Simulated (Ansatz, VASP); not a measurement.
# One calculation of V, two programs

```
V
1.0
     3.60484    0.00000    0.00000
     0.00000    3.60484    0.00000
     0.00000    0.00000    3.60484
V
3
Direct
  0.50000 0.00000 0.00000
  0.00000 0.50000 0.00000
  0.00000 0.00000 0.50000
```

Alike in both runs: functional PBE; k mesh 6 × 6 × 6; occupations gaussian, width 0.1 eV; collinear spin.

Ansatz relaxed the structure, and its values are those at the end. VASP's run is a single point on that final structure, the one shown.

|  | VASP | Ansatz |
| --- | --- | --- |
| version | VASP 6.6.1 | Ansatz 0.2.0 |
| potentials or method | VASP PAW PBE potentials, release 64 (V_sv), cutoff 520 eV | scalar-relativistic, plane waves, PAW |
| valence electrons in the cell | 39 | 39 |

Ansatz gave:

```
gap on the k mesh at the Fermi level (eV) : none
pressure (GPa)                            : 0.1
net moment per atom (μB)                  : 0.00
```

Task: What did VASP give for the same quantities?

Result: gap on the k mesh at the Fermi level (eV): none; pressure (GPa): 0.3; net moment per atom (μB): 0.00.

A gap of «none» marks a metal or a gap that the smearing closes. Ansatz's warnings: seeded moment not kept.
